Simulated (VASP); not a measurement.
# Bi (Im-3m) in VASP: a series of runs, part 2 of 2

VASP 6.6.1. Earlier steps stand in the parts before.

**3. Relaxation of cell and atoms, PBE**

This run uses another cell than the first one, of 38.65 Å³/atom.

Contents of INCAR:

```
SYSTEM = Bi
PREC = Accurate
ENCUT = 600
EDIFF = 1E-7
ISMEAR = 0
SIGMA = 0.1
LREAL = .FALSE.
LASPH = .TRUE.
NELM = 80
ALGO = Normal
ISIF = 3
LWAVE = .FALSE.
LCHARG = .FALSE.
GGA = PE
IBRION = 2
NSW = 90
EDIFFG = -0.04
```

Contents of KPOINTS:

```
Automatic mesh
0
G
  4 4 4
  0 0 0
```

Contents of POSCAR:

```
Bi
1.0
   -3.0719430600      3.0719430600      3.0719430600
    3.0719430600     -3.0719430600      3.0719430600
    3.0719430600      3.0719430600     -3.0719430600
Bi
3
Direct
    0.0000000000      0.5000000000      0.5000000000
    0.5000000000      0.0000000000      0.5000000000
    0.5000000000      0.5000000000      0.0000000000
```

Potentials or basis: VASP PAW PBE potentials, release 64 (Bi_d).

Run with:

```sh
$ cat potpaw_PBE.64/Bi_d/POTCAR > POTCAR
$ mpirun -np 1 vasp_std > vasp.out
```

OUTCAR:

```text
SYSTEM = Bi
   PREC = Accurate
   ENCUT = 600
   EDIFF = 1E-7
   ISMEAR = 0
   LREAL = .FALSE.
   LASPH = .TRUE.
   NELM = 80
   ISIF = 3
   GGA = PE
   IBRION = 2
   NSW = 90
   EDIFFG = -0.04

 ion  position               nearest neighbor table
   1  0.000  0.500  0.500-   2 3.07   3 3.07   3 3.07   2 3.07
   2  0.500  0.000  0.500-   1 3.07   3 3.07   3 3.07   1 3.07
   3  0.500  0.500  0.000-   1 3.07   2 3.07   2 3.07   1 3.07

  LATTYP: Found a body centered cubic cell.
 ALAT       =     6.1438861200

  Lattice vectors:

 A1 = (  -3.0719430600,   3.0719430600,   3.0719430600)
 A2 = (   3.0719430600,  -3.0719430600,   3.0719430600)
 A3 = (   3.0719430600,   3.0719430600,  -3.0719430600)

Analysis of symmetry for initial positions (statically):
=====================================================================
 Subroutine PRICEL returns:
 Original cell was already a primitive cell.

 Routine SETGRP: Setting up the symmetry group for a
 body centered cubic supercell.

 Subroutine GETGRP returns: Found 48 space group operations
 (whereof 48 operations were pure point group operations)
 out of a pool of 48 trial point group operations.

The static configuration has the point symmetry O_h .

Analysis of symmetry for dynamics (positions and initial velocities):
=====================================================================
 Subroutine PRICEL returns:
 Original cell was already a primitive cell.

 Routine SETGRP: Setting up the symmetry group for a
 body centered cubic supercell.

 Subroutine GETGRP returns: Found 48 space group operations
 (whereof 48 operations were pure point group operations)
 out of a pool of 48 trial point group operations.

The dynamic configuration has the point symmetry O_h .

 Subroutine INISYM returns: Found 48 space group operations
 (whereof 48 operations are pure point group operations),
 and found     1 'primitive' translations

----------------------------------------------------------------------------------------

                                     Primitive cell

  volume of cell :     115.9577

  direct lattice vectors                    reciprocal lattice vectors
[... 78 lines left out ...]
   ISIF   =      3    stress and relaxation
   ISYM   =      2    0-nonsym 1-usesym 2-fastsym
   POTIM  = 0.5000    time-step for ionic-motion
   TEBEG  =    0.0;   TEEND  =   0.0 temperature during run
   PSTRESS=    0.0 pullay stress
   NELECT =      45.0000    total number of electrons
   NUPDOWN=      -1.0000    fix difference up-down
   EMIN   =  10.00;   EMAX   =-10.00  energy-range for DOS
   EFERMI =   0.00;   METHOD = LEGACY
   ISMEAR =     0;   SIGMA  =   0.10  broadening in eV -4-tet -1-fermi 0-gaus
   EFERMI_NEDOS =   21; number of points for ismear=-14 and -15
   IALGO  =     38    algorithm
   IMIX   =      4    mixing-type and parameters
     AMIX     =   0.40;   BMIX     =  1.00
     AMIX_MAG =   1.60;   BMIX_MAG =  1.00
  volume/ion in A,a.u.               =      38.65       260.84
  Fermi-wavevector in a.u.,A,eV,Ry     =   1.194114  2.256549 19.400664  1.425909
  Thomas-Fermi vector in A             =   2.330112
   LORBIT       =      0    0 simple, 1 ext, 2 COOP (PROOUT), +10 PAW based schemes
   GGA     = PE    functional components
   LHFCALC =     F    Hartree Fock is set to
   AEXX    =    0.0000 exact exchange contribution
   IVDW    =     0    specifies the selected vdW correction
   LEPSILON=     F    determine dielectric tensor
   LRPA    =     F    only Hartree local field effects (RPA)
 conjugate gradient relaxation of ions
 non-spin polarized calculation
 Gauss-broadening in eV      SIGMA  =   0.10
  energy-cutoff  :      600.00
  volume of cell :      115.96
 maximum number of plane-waves:      3925
 NGX is ok and might be reduce to    48
   NGX = 21   NGY = 21   NGZ = 21

--------------------------------------- Ionic step        1  -------------------------------------------

 number of electron      44.9999999 magnetization

 Free energy of the ion-electron system (eV)
  ---------------------------------------------------
  ext. energy  EPLUGINS =         0.00000000
  ---------------------------------------------------
  free energy    TOTEN  =        -9.78017381 eV

  energy without entropy =       -9.75764284  energy(sigma->0) =       -9.76890833

 E-fermi :   5.3979     XC(G=0):  -9.0684

 val. band max:        5.3701865397   @ k =   0.5000   0.0000   0.0000
 cond. band min:       5.5179566610   @ k =   0.2500   0.2500   0.0000
 fundamental gap:      0.1477701213
 Fermi energy:         5.3978690608

 k-point     1 :       0.0000    0.0000    0.0000
  band No.  band energies     occupation
      1     -17.8504      2.00000
      2     -17.8504      2.00000
      3     -17.6385      2.00000
      4     -17.6385      2.00000
      5     -17.6385      2.00000
      6     -17.6101      2.00000
[... 302 lines left out ...]
--------------------------------------- Ionic step        3  -------------------------------------------

 number of electron      44.9999998 magnetization

 Free energy of the ion-electron system (eV)
  ---------------------------------------------------
  ext. energy  EPLUGINS =         0.00000000
  ---------------------------------------------------
  free energy    TOTEN  =        -9.82433448 eV

  energy without entropy =       -9.80176912  energy(sigma->0) =       -9.81305180

 E-fermi :   4.8324     XC(G=0):  -8.8182

 val. band max:        4.8043543604   @ k =   0.5000   0.5000   0.2500
 cond. band min:       4.9500743111   @ k =   0.2500   0.2500   0.0000
 fundamental gap:      0.1457199508
 Fermi energy:         4.8323767100

 k-point     1 :       0.0000    0.0000    0.0000
  band No.  band energies     occupation
      1     -18.3175      2.00000
      2     -18.3175      2.00000
      3     -18.1395      2.00000
      4     -18.1395      2.00000
      5     -18.1395      2.00000
      6     -18.1199      2.00000
[... 259 lines left out ...]
  FREE ENERGIE OF THE ION-ELECTRON SYSTEM (eV)
  ---------------------------------------------------
  free  energy   TOTEN  =        -9.8243344792 eV

  energy  without entropy=       -9.8017691234  energy(sigma->0) =       -9.81305180

 reached required accuracy - stopping structural energy minimisation
```

OSZICAR:

```text
N       E                     dE             d eps       ncg     rms          rms(c)
DAV:   1     0.520715173497E+03    0.52072E+03   -0.26058E+04   432   0.213E+03
DAV:   2     0.386742289543E+02   -0.48204E+03   -0.47659E+03   440   0.537E+02
DAV:   3    -0.766763188008E+01   -0.46342E+02   -0.45727E+02   508   0.192E+02
[... 33 lines left out ...]
DAV:   6    -0.982433505372E+01   -0.24983E-04   -0.58060E-05   453   0.752E-02    0.395E-03
DAV:   7    -0.982433525581E+01   -0.20209E-06   -0.28314E-06   517   0.158E-02    0.276E-03
DAV:   8    -0.982433427242E+01    0.98339E-06   -0.77540E-07   374   0.428E-03    0.755E-04
DAV:   9    -0.982433439375E+01   -0.12134E-06   -0.26095E-08   228   0.145E-03    0.245E-04
DAV:  10    -0.982433447920E+01   -0.85442E-07   -0.13867E-08   225   0.129E-03
   3 F= -.98243345E+01 E0= -.98130518E+01  d E =-.441607E-01
```

CONTCAR:

```text
Bi
   1.00000000000000
    -3.1308520535181463    3.1308520535181463    3.1308520535181463
     3.1308520535181463   -3.1308520535181463    3.1308520535181463
     3.1308520535181463    3.1308520535181463   -3.1308520535181463
  Bi
     3
Direct
     0.0000000000000000    0.5000000000000000    0.5000000000000000
     0.5000000000000000    0.0000000000000000    0.5000000000000000
     0.5000000000000000    0.5000000000000000    0.0000000000000000

  0.00000000E+00  0.00000000E+00  0.00000000E+00
  0.00000000E+00  0.00000000E+00  0.00000000E+00
  0.00000000E+00  0.00000000E+00  0.00000000E+00
```

Wall time 2 min (1 thread of Intel Xeon 8259CL, shared host); peak memory 0.33 GiB.

Results:

* Free energy: -9.8243 eV
* Relaxed volume: 40.92 Å³/atom
* Relaxed cell: a = 5.423 Å, b = 5.423 Å, c = 5.423 Å, α = 109.47°, β = 109.47°, γ = 109.47°
* Space group after relaxing (to 0.1 Å): Im-3m (No. 229)
* Energy gained by relaxing: 14.7 meV/atom
* Ionic steps: 3
* Pressure after relaxing: 0.0 GPa
* Band gap on the k mesh: zero (an odd number of electrons rules out a gap without spin polarisation)

The path:
| step | energy change (eV) | largest force (eV/Å) | pressure (GPa) | volume (Å³) |
| --- | --- | --- | --- | --- |
| 1 | 0.0000 | 0.0000 | 2.18 | 115.96 |
| 2 | -0.0399 | 0.0000 | -0.59 | 125.03 |
| 3 | -0.0442 | 0.0000 | 0.01 | 122.76 |

Final structure:
```xyz
3
Lattice="-3.1309 3.1309 3.1309 3.1309 -3.1309 3.1309 3.1309 3.1309 -3.1309" Properties=species:S:1:pos:R:3 pbc="T T T"
Bi    3.1309    0.0000    0.0000
Bi    0.0000    3.1309    0.0000
Bi    0.0000    0.0000    3.1309
```

Levels at points of the mesh, in eV from the Fermi level:
```csv
k point,band 20,band 21,band 22,band 23,band 24,band 25,band 26,band 27
"(0.00, 0.00, 0.00)",-3.32,-3.32,-0.31,-0.31,-0.31,3.49,3.67,3.67
"(0.50, 0.00, 0.00)",-2.04,-0.87,-0.61,-0.08,0.26,0.72,1.77,5.64
"(0.50, 0.50, 0.50)",-4.42,-4.42,0.71,0.71,0.71,4.03,5.97,5.97
```

Caveat: the k points lie up to 0.35 Å⁻¹ apart in the final cell, too coarse for converged energies and pressures of a metal; spin-orbit coupling is left out, which moves the levels of the heavy elements.
